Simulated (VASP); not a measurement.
A run of VASP 6.6.1:

Contents of INCAR:

```
SYSTEM = Rh
  PREC = Accurate
  ENCUT = 520
  EDIFF = 1E-6
  ISMEAR = 0
  SIGMA = 0.1
  LREAL = .False.
  LASPH = .True.
  NELM = 60
  ALGO = Fast
  ISIF = 2
  LWAVE = .False.
  LCHARG = .False.
  GGA = PE
  NBANDS = 54
```

File KPOINTS:

```
Automatic mesh
0
Gamma
  8 8 8
  0 0 0
```

The input POSCAR:

```
Rh
1.0
    4.6677003541      0.0000000000      0.0000000000
    0.0000000000      4.6677003541      0.0000000000
    0.0000000000      0.0000000000      4.6677003541
Rh
6
Direct
    0.0000000000      0.5000000000      0.2500000000
    0.0000000000      0.5000000000      0.7500000000
    0.2500000000      0.0000000000      0.5000000000
    0.5000000000      0.2500000000      0.0000000000
    0.5000000000      0.7500000000      0.0000000000
    0.7500000000      0.0000000000      0.5000000000
```

Potentials or basis: VASP PAW PBE potentials, release 64 (Rh_pv).

Command:

```console
$ cat potpaw_PBE.64/Rh_pv/POTCAR > POTCAR
$ mpirun -np 1 vasp_std > vasp.out
```

Hardware: 1 thread of Intel(R) Xeon(R) 6975P-C (Granite Rapids), on a shared host.

Estimate the wall time of this run.

Run time: 66 s on 1 thread of Intel(R) Xeon(R) 6975P-C (Granite Rapids), on a shared host, peak memory 0.27 GiB. Counts: scf iterations 14, k points 35.
